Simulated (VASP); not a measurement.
Here is a VASP 6.6.1 calculation.

The input INCAR:

```
SYSTEM = Al4Bi3Sb
ALGO = Normal
EDIFF = 1E-6
ENCUT = 500
GGA = PE
GGA_COMPAT = .False.
ISIF = 2
ISMEAR = -1
LASPH = .True.
LCHARG = .False.
LREAL = .False.
LWAVE = .False.
NBANDS = 41
NELM = 120
PREC = Accurate
SIGMA = 0.02
```

Contents of KPOINTS:

```
k-points
0
Gamma
  6 6 6
  0 0 0
```

Contents of POSCAR:

```
Al4Bi3Sb
1.0
   -3.1241609100      3.1241609100      6.2487023712
    3.1241609100     -3.1241609100      6.2487023712
    3.1241609100      3.1241609100     -6.2487023712
Sb Al Bi
1 4 3
Direct
    0.0000000000      0.0000000000      0.0000000000
    0.6317305907      0.6317305907      0.5099082458
    0.8781776550      0.3682694093      0.0000000000
    0.1218223450      0.1218223450      0.4900917542
    0.3682694093      0.8781776550      0.0000000000
    0.2500000000      0.7500000000      0.5000000000
    0.5000000000      0.5000000000      0.0000000000
    0.7500000000      0.2500000000      0.5000000000
```

Potentials or basis: VASP PAW PBE potentials, release 64 (Sb, Al, Bi_d).

Command:

```console
$ cat potpaw_PBE.64/Sb/POTCAR potpaw_PBE.64/Al/POTCAR potpaw_PBE.64/Bi_d/POTCAR > POTCAR
$ mpirun -np 1 vasp_std > vasp.out
```

Problem. Predict the band gap on the k mesh.

Solution. 0.30 eV.

Problem. Estimate the largest force.

Solution. 0.038 eV/Å.

Problem. Predict the pressure.

Solution. 2.9 GPa.

Forces in eV/Å, atoms in the order of the input:
```
Sb   0.000  0.000  0.000
Al  -0.023 -0.023 -0.019
Al   0.023 -0.023  0.019
Al   0.023  0.023 -0.019
Al  -0.023  0.023  0.019
Bi   0.000  0.000  0.000
Bi   0.000  0.000  0.000
Bi   0.000  0.000  0.000
```

Caveat: spin-orbit coupling is left out, which moves the levels of the heavy elements. A k mesh can miss the band edges.
